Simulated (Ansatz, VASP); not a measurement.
## Si5N3 in VASP and in Ansatz

```
Si N
1.0
     2.88090    0.00000    0.00000
    -1.44045    2.49493    0.00000
     0.00000    0.00000   31.49223
Si N
10 6
Direct
  0.66667 0.33333 0.41925
  0.33333 0.66667 0.20097
  0.33333 0.66667 0.27839
  0.66667 0.33333 0.34281
  0.00000 0.00000 0.03814
  0.00000 0.00000 0.96186
  0.33333 0.66667 0.58075
  0.66667 0.33333 0.79903
  0.66667 0.33333 0.72161
  0.33333 0.66667 0.65719
  0.33333 0.66667 0.43717
  0.00000 0.00000 0.18286
  0.33333 0.66667 0.05612
  0.66667 0.33333 0.94388
  0.66667 0.33333 0.56283
  0.00000 0.00000 0.81714
```

Alike in both runs: functional PBE; k mesh 12 × 12 × 1; occupations gaussian, width 0.1 eV; no spin polarisation.

Ansatz relaxed the structure, and its values are those at the end. VASP's run is a single point on that final structure, the one shown.

```csv
,VASP,Ansatz
version,VASP 6.6.1,Ansatz 0.2.0
potentials or method,"VASP PAW PBE potentials, release 64 (Si, N), cutoff 520 eV","scalar-relativistic, plane waves, PAW"
valence electrons in the cell,70,70
```

```tsv
	VASP	Ansatz	Ansatz less VASP
gap on the k mesh at the Fermi level (eV)	none	none	-
pressure (GPa)	-0.1	0.0	+0.11
rms of the force components (eV/Å)	0.011	0.000	-0.0105
```

A gap of «none» marks a metal or a gap that the smearing closes. The functional is the same, so the differences come from potentials, cutoffs and numerics.
